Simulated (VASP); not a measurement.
**Te4W: single point with PBE**

The system is Te4W.

```
Te W
1.0
     0.00000    4.35720    4.35720
     4.35720    0.00000    4.35720
     4.35720    4.35720    0.00000
Te W
4 1
Direct
  0.37563 0.87312 0.37563
  0.37563 0.37563 0.37563
  0.87312 0.37563 0.37563
  0.37563 0.37563 0.87312
  0.75000 0.75000 0.75000
```

```json
{
  "Program": "VASP 6.6.1",
  "Task": "single point",
  "Functional": "PBE",
  "Potentials or basis": "VASP PAW PBE potentials, release 64 (Te, W_sv)",
  "Cutoff": "520 eV",
  "k mesh": "8 × 8 × 8",
  "Occupations": "gaussian, width 0.1 eV",
  "Spin": "no spin polarisation",
  "Dipole correction": "no",
  "k mesh for the DOS": "12 × 12 × 12",
  "Occupations for the DOS": "tetrahedron",
  "Further INCAR settings": "ALGO = Normal; EDIFF = 1e-06; NBANDS = 27"
}
```

```yaml
Valence_electrons_inside_the_program's_atomic_spheres: Te 3.28; W 11.55
```

Levels at points of the mesh, in eV from the Fermi level:
```csv
k point,band 16,band 17,band 18,band 19,band 20,band 21,band 22,band 23
"(0.00, 0.00, 0.00)",0.14,0.14,0.14,0.71,0.71,1.68,1.68,1.68
"(0.50, 0.00, 0.00)",-2.19,-2.19,-0.46,0.01,0.01,0.07,0.60,0.60
"(0.50, 0.50, 0.00)",-2.26,-2.26,-1.78,-0.10,-0.05,-0.05,0.22,1.09
```

Run time: 8.6 min on 1 thread of Intel Xeon 8259CL (shared host), peak memory 0.49 GiB.

Caveat: spin-orbit coupling is left out, which moves the levels of the heavy elements.
